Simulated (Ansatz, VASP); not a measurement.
Sr2SO in VASP and in Ansatz

```
CELL_PARAMETERS angstrom
4.04324 0.00000 0.00000
0.00000 4.04324 0.00000
0.00000 0.00000 5.71800
ATOMIC_POSITIONS crystal
Sr 0.00000 0.00000 0.00000
Sr 0.50000 0.50000 0.50000
S 0.00000 0.00000 0.50000
O 0.50000 0.50000 0.00000
```

Alike in both runs: task single point; functional PBEsol; k mesh 4 × 4 × 3; no spin polarisation.

|  | VASP | Ansatz |
| --- | --- | --- |
| version | VASP 6.6.1 | Ansatz 0.2.0 |
| potentials or method | VASP PAW PBE potentials, release 64 (Sr_sv, S, O), cutoff 520 eV | plane waves, PAW |
| occupations | gaussian, width 0.01 eV | fixed |
| valence electrons in the cell | 32 | 32 |

|  | VASP | Ansatz | Ansatz less VASP |
| --- | --- | --- | --- |
| pressure (GPa) | -2.4 | -2.6 | -0.25 |
| traceless stress, the component that is largest in VASP (GPa) | 0.10 | 0.10 | -0.002 |

VASP's potentials were made for PBE, not for PBEsol.
